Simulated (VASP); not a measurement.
# GaN (P1) in VASP: further runs

Runs on GaN. Level: PBE. Tasks: single point.

Everything below comes from runs of VASP 6.6.1. Logs are shortened: lines on timing, memory, paths and dates and some standing lists are left out, and cuts for length are marked.

### 1 The cell of the first run

The typed cell holds 2 atoms: a = 3.187 Å, b = 3.187 Å, c = 3.187 Å, α = 60.00°, β = 60.00°, γ = 60.00°.

### 2 Single point, PBE

The input, INCAR:

```
SYSTEM = GaN
ALGO     = Normal         ! electronic algorithm
EDIFF    = 1E-6           ! SCF threshold, eV
ENCUT    = 600            ! plane-wave cutoff, eV
GGA      = PE             ! functional
GGA_COMPAT= .False.      
ISIF     = 2              ! what is computed and relaxed
ISMEAR   = 0              ! smearing method
LASPH    = .True.         ! aspherical terms in the spheres
LCHARG   = .False.        ! write CHGCAR
LREAL    = .False.        ! projectors in reciprocal space
LWAVE    = .False.        ! write WAVECAR
NBANDS   = 16             ! bands
NELM     = 120            ! most SCF steps
PREC     = Accurate       ! precision mode
SIGMA    = 0.01           ! smearing width, eV
```

The input, KPOINTS:

```
k-points
0
Gamma
  5 5 5
  0 0 0
```

The input, POSCAR:

```
GaN
1.0
    0.0000000000      2.2535000000      2.2535000000
    2.2535000000      0.0000000000      2.2535000000
    2.2535000000      2.2535000000      0.0000000000
Ga N
1 1
Direct
   -0.0001288987      0.0007778192      0.0012940569
    0.7506416219      0.7461282278      0.7435585338
```

Potentials or basis: VASP PAW PBE potentials, release 64 (Ga_d, N).

Command:

```
> cat potpaw_PBE.64/Ga_d/POTCAR potpaw_PBE.64/N/POTCAR > POTCAR
> mpirun -np 1 vasp_std > vasp.out
```

OUTCAR:

```text
SYSTEM = GaN
   EDIFF = 1E-6
   ENCUT = 600
   GGA = PE
   ISIF = 2
   ISMEAR = 0
   LASPH = .True.
   LREAL = .False.
   NELM = 120
   PREC = Accurate

 ion  position               nearest neighbor table
   1  1.000  0.001  0.001-   2 1.93   2 1.94   2 1.95   2 1.98
   2  0.751  0.746  0.744-   1 1.93   1 1.94   1 1.95   1 1.98

  LATTYP: Found a face centered cubic cell.
 ALAT       =     4.5070000000

  Lattice vectors:

 A1 = (   0.0000000000,   2.2535000000,   2.2535000000)
 A2 = (   2.2535000000,   0.0000000000,   2.2535000000)
 A3 = (   2.2535000000,   2.2535000000,   0.0000000000)

Analysis of symmetry for initial positions (statically):
=====================================================================
 Subroutine PRICEL returns:
 Original cell was already a primitive cell.

 Routine SETGRP: Setting up the symmetry group for a
 face centered cubic supercell.

 Subroutine GETGRP returns: Found  1 space group operations
 (whereof  1 operations were pure point group operations)
 out of a pool of 48 trial point group operations.

The static configuration has the point symmetry C_1 .

Analysis of symmetry for dynamics (positions and initial velocities):
=====================================================================
 Subroutine PRICEL returns:
 Original cell was already a primitive cell.

 Routine SETGRP: Setting up the symmetry group for a
 face centered cubic supercell.

 Subroutine GETGRP returns: Found  1 space group operations
 (whereof  1 operations were pure point group operations)
 out of a pool of 48 trial point group operations.

The dynamic configuration has the point symmetry C_1 .

 Subroutine INISYM returns: Found  1 space group operations
 (whereof  1 operations are pure point group operations),
 and found     1 'primitive' translations

----------------------------------------------------------------------------------------

                                     Primitive cell

  volume of cell :      22.8877

  direct lattice vectors                    reciprocal lattice vectors
     0.000000000  2.253500000  2.253500000    -0.221877080  0.221877080  0.221877080
     2.253500000  0.000000000  2.253500000     0.221877080 -0.221877080  0.221877080
     2.253500000  2.253500000  0.000000000     0.221877080  0.221877080 -0.221877080

  length of vectors
     3.186930263  3.186930263  3.186930263     0.384302376  0.384302376  0.384302376

  position of ions in fractional coordinates (direct lattice)
     0.999871101  0.000777819  0.001294057
     0.750641622  0.746128228  0.743558534

  ion indices of the primitive-cell ions
   primitive index   ion index
                 1           1
                 2           2

----------------------------------------------------------------------------------------

 KPOINTS: k-points

Automatic generation of k-mesh.
 Grid dimensions read from file:
 generate k-points for:    5    5    5

 Generating k-lattice:

  Cartesian coordinates                     Fractional coordinates (reciprocal lattice)
    -0.044375416  0.044375416  0.044375416     0.200000000  0.000000000  0.000000000
     0.044375416 -0.044375416  0.044375416     0.000000000  0.200000000  0.000000000
     0.044375416  0.044375416 -0.044375416     0.000000000  0.000000000  0.200000000

  Length of vectors
     0.076860475  0.076860475  0.076860475

  Shift w.r.t. Gamma in fractional coordinates (k-lattice)
     0.000000000  0.000000000  0.000000000

 Subroutine IBZKPT returns following result:
 ===========================================

 Found     63 irreducible k-points:

 Following reciprocal coordinates:
            Coordinates               Weight
  0.000000  0.000000  0.000000      1.000000
  0.200000  0.000000  0.000000      2.000000
  0.000000  0.200000  0.000000      2.000000
  0.000000  0.000000  0.200000      2.000000
  0.200000  0.200000  0.200000      2.000000
  0.400000  0.000000  0.000000      2.000000
[... 16 lines left out ...]
  0.200000  0.400000  0.400000      2.000000
  0.400000  0.000000  0.200000      2.000000
 [... further k-points ...]
   k-points           NKPTS =     63   k-points in BZ     NKDIM =     63   number of bands    NBANDS=     16
   number of dos      NEDOS =    301   number of ions     NIONS =      2
   total plane-waves  NPLWV =  21952
   dimension x,y,z NGX =    28 NGY =   28 NGZ =   28
   dimension x,y,z NGXF=    56 NGYF=   56 NGZF=   56
   ions per type =               1   1
   NGX,Y,Z   is equivalent  to a cutoff of  14.61, 14.61, 14.61 a.u.
   NGXF,Y,Z  is equivalent  to a cutoff of  29.21, 29.21, 29.21 a.u.
 SYSTEM =  GaN
   PREC   = accura    normal or accurate (medium, high low for compatibility)
   ISTART =      0    job   : 0-new  1-cont  2-samecut
   ICHARG =      2    charge: 1-file 2-atom 10-const
   ISPIN  =      1    spin polarized calculation?
   LNONCOLLINEAR =      F non collinear calculations
   LSORBIT =      F    spin-orbit coupling
   LASPH  =      T    aspherical Exc in radial PAW
   ENCUT  =  600.0 eV  44.10 Ry    6.64 a.u.   6.37  6.37  6.37*2*pi/ulx,y,z
   NELM   =    120;   NELMIN=  2; NELMDL= -5     # of ELM steps
   EDIFF  = 0.1E-05   stopping-criterion for ELM
   LREAL  =      F    real-space projection
   EDIFFG = 0.1E-04   stopping-criterion for IOM
   NSW    =      0    number of steps for IOM
   IBRION =     -1    ionic relax: 0-MD 1-quasi-New 2-CG
   NFREE  =      0    steps in history (QN), initial steepest desc. (CG)
   ISIF   =      2    stress and relaxation
   ISYM   =      2    0-nonsym 1-usesym 2-fastsym
   POTIM  = 0.5000    time-step for ionic-motion
   TEBEG  =    0.0;   TEEND  =   0.0 temperature during run
   PSTRESS=    0.0 pullay stress
   NELECT =      18.0000    total number of electrons
   NUPDOWN=      -1.0000    fix difference up-down
   EMIN   =  10.00;   EMAX   =-10.00  energy-range for DOS
   EFERMI =   0.00;   METHOD = LEGACY
   ISMEAR =     0;   SIGMA  =   0.01  broadening in eV -4-tet -1-fermi 0-gaus
   EFERMI_NEDOS =   21; number of points for ismear=-14 and -15
   IALGO  =     38    algorithm
   IMIX   =      4    mixing-type and parameters
     AMIX     =   0.40;   BMIX     =  1.00
     AMIX_MAG =   1.60;   BMIX_MAG =  1.00
  volume/ion in A,a.u.               =      11.44        77.23
  Fermi-wavevector in a.u.,A,eV,Ry     =   1.511117  2.855597 31.068560  2.283475
  Thomas-Fermi vector in A             =   2.621217
   LORBIT       =      0    0 simple, 1 ext, 2 COOP (PROOUT), +10 PAW based schemes
   GGA     = PE    functional components
   LHFCALC =     F    Hartree Fock is set to
   AEXX    =    0.0000 exact exchange contribution
   IVDW    =     0    specifies the selected vdW correction
   LEPSILON=     F    determine dielectric tensor
   LRPA    =     F    only Hartree local field effects (RPA)
 non-spin polarized calculation
 Gauss-broadening in eV      SIGMA  =   0.01
  energy-cutoff  :      600.00
  volume of cell :       22.89
 maximum number of plane-waves:       785
 NGX is ok and might be reduce to    28
   NGX = 13   NGY = 13   NGZ = 13

 number of electron      18.0000004 magnetization

 Free energy of the ion-electron system (eV)
  ---------------------------------------------------
  ext. energy  EPLUGINS =         0.00000000
  ---------------------------------------------------
  free energy    TOTEN  =       -12.12216822 eV

  energy without entropy =      -12.12216822  energy(sigma->0) =      -12.12216822

 E-fermi :   5.4056     XC(G=0): -11.6636

 val. band max:        5.3642490110   @ k =   0.0000   0.0000   0.0000
 cond. band min:       7.0146929521   @ k =   0.0000   0.0000   0.0000
 fundamental gap:      1.6504439412
 Fermi energy:         5.4056484305

 k-point     1 :       0.0000    0.0000    0.0000
  band No.  band energies     occupation
      1     -10.6461      2.00000
      2      -8.1714      2.00000
      3      -8.1640      2.00000
      4      -8.1500      2.00000
      5      -7.8438      2.00000
      6      -7.8433      2.00000
[... 8 lines left out ...]
     15      24.0544      0.00000
     16      24.1641      0.00000

 k-point     2 :       0.2000    0.0000    0.0000
  band No.  band energies     occupation
      1     -10.2599      2.00000
      2      -8.1243      2.00000
      3      -8.1135      2.00000
      4      -7.9548      2.00000
      5      -7.8442      2.00000
      6      -7.8430      2.00000
[... 8 lines left out ...]
     15      22.0516      0.00000
     16      22.1008      0.00000

 k-point     3 :       0.0000    0.2000    0.0000
  band No.  band energies     occupation
      1     -10.2563      2.00000
      2      -8.1211      2.00000
      3      -8.1102      2.00000
      4      -7.9615      2.00000
      5      -7.8438      2.00000
      6      -7.8432      2.00000
[... 8 lines left out ...]
     15      22.0261      0.00000
     16      22.0699      0.00000

 k-point     4 :       0.0000    0.0000    0.2000
  band No.  band energies     occupation
      1     -10.2544      2.00000
      2      -8.1178      2.00000
      3      -8.1093      2.00000
      4      -7.9657      2.00000
      5      -7.8437      2.00000
      6      -7.8433      2.00000
[... 8 lines left out ...]
     15      22.0121      0.00000
     16      22.0508      0.00000
[... 324 lines left out ...]
 k-point    22 :      -0.2000    0.2000   -0.2000
  band No.  band energies     occupation
      1      -9.7446      2.00000
      2      -8.0445      2.00000
      3      -8.0042      2.00000
      4      -7.9205      2.00000
      5      -7.7897      2.00000
      6      -7.0682      2.00000
[... 8 lines left out ...]
     15      25.6066      0.00000
     16      26.0903      0.00000

 k-point    23 :       0.2000    0.4000    0.4000
  band No.  band energies     occupation
      1      -9.7562      2.00000
      2      -8.0512      2.00000
      3      -8.0108      2.00000
      4      -7.9268      2.00000
      5      -7.7933      2.00000
      6      -7.0609      2.00000
[... 8 lines left out ...]
     15      25.5115      0.00000
     16      26.2538      0.00000

 k-point    24 :       0.4000    0.0000    0.2000
  band No.  band energies     occupation
      1      -9.7484      2.00000
      2      -8.0562      2.00000
      3      -8.0005      2.00000
      4      -7.9287      2.00000
      5      -7.7926      2.00000
      6      -7.0608      2.00000
[... 8 lines left out ...]
     15      25.5556      0.00000
     16      26.2442      0.00000

 [... further k-points ...]
[... 5 lines left out ...]
  --------------------------------------------------------------------------------------
  -------------------------------------------------------------------------------------
  Total        0.7021002      0.7123468      0.7156525     -0.0574120     -0.2299710     -0.1233360
  in kB       49.1481291     49.8654077     50.0968123     -4.0189330    -16.0983327     -8.6337128
  external PRESSURE =      49.7034497 kB  Pullay stress =       0.0000000 kB

 VOLUME and BASIS-vectors are now :
 -----------------------------------------------------------------------------
  energy-cutoff  :      600.00
  volume of cell :       22.89
      direct lattice vectors                 reciprocal lattice vectors
     0.000000000  2.253500000  2.253500000    -0.221877080  0.221877080  0.221877080
     2.253500000  0.000000000  2.253500000     0.221877080 -0.221877080  0.221877080
     2.253500000  2.253500000  0.000000000     0.221877080  0.221877080 -0.221877080

 POSITION                                       TOTAL-FORCE (eV/Angst)
 -----------------------------------------------------------------------------------
      0.00467      2.25613      2.25496        -0.334740     -0.179863     -0.084043
      3.35701      3.36718      3.37297         0.334740      0.179863      0.084043
 -----------------------------------------------------------------------------------
    total drift:                               -0.000085     -0.000095     -0.000040

  FREE ENERGIE OF THE ION-ELECTRON SYSTEM (eV)
  ---------------------------------------------------
  free  energy   TOTEN  =       -12.1221682157 eV

  energy  without entropy=      -12.1221682157  energy(sigma->0) =      -12.12216822
```

Wall time 28 s (1 thread of Intel Xeon Platinum 8259CL at 2.50GHz (Skylake/Cascade Lake), shared host); peak memory 0.17 GiB.

What came out:

| Item | Value |
| --- | --- |
| Free energy | -12.1222 eV |
| Pressure | 5.0 GPa |
| Largest force | 0.389 eV/Å |
| Band gap on the k mesh | 1.65 eV, direct |

Forces on the atoms (eV/Å):
```
Ga  -0.335 -0.180 -0.084
N    0.335  0.180  0.084
```

Stress tensor (GPa, compression positive):
```
 4.91 -0.40 -0.86
-0.40  4.99 -1.61
-0.86 -1.61  5.01
```

Levels at points of the mesh, in eV from the valence-band top:
```
           k point  band 6  band 7  band 8  band 9  band 10  band 11  band 12  band 13
(0.00, 0.00, 0.00)  -13.21   -0.13   -0.08    0.00     1.65    10.17    10.23    10.27
```

Caveat: the k points lie up to 0.48 Å⁻¹ apart.

### 3 Single point, PBE

The input, INCAR:

```
SYSTEM = GaN
ALGO = Normal
EDIFF = 1E-6
ENCUT = 600
GGA = PE
GGA_COMPAT = .False.
ISIF = 2
ISMEAR = 0
LASPH = .True.
LCHARG = .False.
LREAL = .False.
LWAVE = .False.
NBANDS = 16
NELM = 120
PREC = Accurate
SIGMA = 0.01
```

KPOINTS is that of step 2.

The input, POSCAR:

```
GaN
1.0
    0.0000000000      2.2535000000      2.2535000000
    2.2535000000      0.0000000000      2.2535000000
    2.2535000000      2.2535000000      0.0000000000
Ga N
1 1
Direct
   -0.0001449223      0.0009141326      0.0015138941
    0.7507213832      0.7454496937      0.7424642378
```

Potentials or basis: VASP PAW PBE potentials, release 64 (Ga_d, N).

Command:

```
> cat potpaw_PBE.64/Ga_d/POTCAR potpaw_PBE.64/N/POTCAR > POTCAR
> mpirun -np 1 vasp_std > vasp.out
```

Wall time 30 s (1 thread of Intel Xeon Platinum 8259CL at 2.50GHz (Skylake/Cascade Lake), shared host); peak memory 0.17 GiB.

Results (log left out):

| Quantity | Value |
| --- | --- |
| Free energy | -12.1197 eV |
| Pressure | 5.0 GPa |
| Largest force | 0.453 eV/Å |
| Band gap on the k mesh | 1.64 eV, direct |

Forces on the atoms (eV/Å):
```
Ga  -0.391 -0.209 -0.095
N    0.391  0.209  0.095
```

Stress tensor (GPa, compression positive):
```
 4.93 -0.46 -1.00
-0.46  5.03 -1.88
-1.00 -1.88  5.06
```

Levels at points of the mesh, in eV from the valence-band top:
```tsv
k point	band 7	band 8	band 9	band 10	band 11	band 12
(0.00, 0.00, 0.00)	-0.15	-0.09	0.00	1.64	10.15	10.22
```

Caveat: the k points lie up to 0.48 Å⁻¹ apart.

(Part 1 of 3 ends here.)
